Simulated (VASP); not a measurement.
Set up this calculation in VASP 6.6.1, as the native input.

- Task: single point
- Functional: PBE
- Potentials or basis: VASP PAW PBE potentials, release 64 (Si, C)
- Cutoff: 520 eV
- k mesh: 9 × 9 × 2
- Occupations: gaussian, width 0.01 eV
- Spin: no spin polarisation
- Dipole correction: no
- Further INCAR settings: ALGO = Normal; EDIFF = 1e-06; NBANDS = 26

The structure of SiC lies in POSCAR:

```
SiC
1.0
    3.1547138411      0.0000000000      0.0000000000
   -1.5773569206      2.7320623281      0.0000000000
    0.0000000000      0.0000000000     10.3277245276
Si C
4 4
Direct
    0.0000000000      0.0000000000     -0.0001500102
    0.3333333333      0.6666666667      0.2499054348
    0.0000000000      0.0000000000      0.4998499898
    0.6666666667      0.3333333333      0.7499054348
    0.0000000000      0.0000000000      0.1873051250
    0.3333333333      0.6666666667      0.4379394504
    0.0000000000      0.0000000000      0.6873051250
    0.6666666667      0.3333333333      0.9379394504
```

These files were run (other wordings do the same):

INCAR

```
SYSTEM = SiC
PREC = Accurate
ENCUT = 520
EDIFF = 1E-6
ISMEAR = 0
SIGMA = 0.01
LREAL = .False.
LASPH = .True.
NELM = 80
ALGO = Normal
ISIF = 2
LWAVE = .False.
LCHARG = .False.
GGA = PE
NBANDS = 26
```

KPOINTS

```
Automatic mesh
0
Gamma
  9 9 2
  0 0 0
```

Potentials or basis: VASP PAW PBE potentials, release 64 (Si, C).

Run with:

```bash
$ cat potpaw_PBE.64/Si/POTCAR potpaw_PBE.64/C/POTCAR > POTCAR
$ mpirun -np 1 vasp_std > vasp.out
```

Results of the run:

```yaml
Pressure: -11.1 GPa
Largest_force: 0.019 eV/Å
Band_gap_on_the_k_mesh: 2.30 eV (least direct gap 3.36 eV)
```

Caveat: the cell stands under tension.

Run time: 65 s on 1 thread of Intel Xeon 8259CL, on a shared host, peak memory 0.21 GiB.
